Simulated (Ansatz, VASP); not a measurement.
## Ta in VASP and in Ansatz

```
CELL_PARAMETERS angstrom
2.90037 0.00000 0.00000
-1.45019 2.51180 0.00000
0.00000 0.00000 5.16627
ATOMIC_POSITIONS crystal
Ta 0.33333 0.66667 0.25000
Ta 0.66667 0.33333 0.75000
```

Alike in both runs: task single point; functional LDA; k mesh 11 × 11 × 5; occupations gaussian, width 0.1 eV; no spin polarisation.

|  | VASP | Ansatz |
| --- | --- | --- |
| version | VASP 6.6.1 | Ansatz 0.2.0 |
| potentials or method | VASP PAW LDA potentials, release 64 (Ta_pv), cutoff 520 eV | all-electron LAPW, scalar-relativistic |

VASP gave:

| Quantity | Value |
| --- | --- |
| gap on the k mesh at the Fermi level (eV) | none |
| pressure (GPa) | -11.4 |
| traceless stress, the component that is largest in VASP (GPa) | 2.11 |

Question: What did Ansatz give for the same quantities?

Answer: gap on the k mesh at the Fermi level (eV): none; pressure (GPa): -12.0; traceless stress, the component that is largest in VASP (GPa): 2.18.

LDA's correlation is that of Perdew and Zunger in VASP and of Perdew and Wang (1992) in Ansatz. A gap of «none» marks a metal or a gap that the smearing closes. Ansatz ran all-electron here, and VASP with PAW potentials.

Spin-orbit coupling is off throughout.
